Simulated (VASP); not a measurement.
A run of VASP 6.6.1 is set up as follows.

Contents of INCAR:

```
SYSTEM = AlGa3N4
PREC     = Accurate       ! precision mode
ENCUT    = 520            ! plane-wave cutoff, eV
EDIFF    = 1E-6           ! SCF threshold, eV
ISMEAR   = 0              ! smearing method
SIGMA    = 0.05           ! smearing width, eV
LREAL    = .False.        ! projectors in reciprocal space
LASPH    = .True.         ! aspherical terms in the spheres
NELM     = 100            ! most SCF steps
ALGO     = Normal         ! electronic algorithm
ISIF     = 2              ! what is computed and relaxed
LWAVE    = .False.        ! write WAVECAR
LCHARG   = .False.        ! write CHGCAR
GGA      = PS             ! functional
NBANDS   = 41             ! bands
```

KPOINTS

```
Automatic mesh
0
Gamma
  6 6 6
  0 0 0
```

Contents of POSCAR:

```
AlGa3N4
1.0
    4.5793186394      0.0000000000      0.0000000000
    0.0000000000      4.5793186394      0.0000000000
    0.0000000000      0.0000000000      4.6910093379
Al Ga N
1 3 4
Direct
    0.0000000000      0.0000000000      0.0000000000
    0.5000000000      0.5000000000      0.0000000000
    0.5000000000      0.0000000000      0.5000000000
    0.0000000000      0.5000000000      0.5000000000
    0.7550309200      0.7550309200      0.2449690800
    0.7550309200      0.2449690800      0.7550309200
    0.2449690800      0.7550309200      0.7550309200
    0.2449690800      0.2449690800      0.2449690800
```

Potentials or basis: VASP PAW PBE potentials, release 64 (Al, Ga_d, N).

Launch:

```console
$ cat potpaw_PBE.64/Al/POTCAR potpaw_PBE.64/Ga_d/POTCAR potpaw_PBE.64/N/POTCAR > POTCAR
$ mpirun -np 1 vasp_std > vasp.out
```

Question: What does it give for the pressure?

Answer: -15.4 GPa.

Question: What does it give for the band gap on the k mesh?

Answer: 1.60 eV.

Question: What does it give for the largest force?

Answer: 0.018 eV/Å.

Stress tensor (GPa, compression positive):
```
-14.27   0.00   0.00
  0.00 -14.27   0.00
  0.00   0.00 -17.58
```

Caveat: the cell differs from its parent crystal (strain +0.025 along x and y, +0.050 along z); the cell stands under tension; the PAW data sets were made with another functional, which shifts forces and pressure a little.
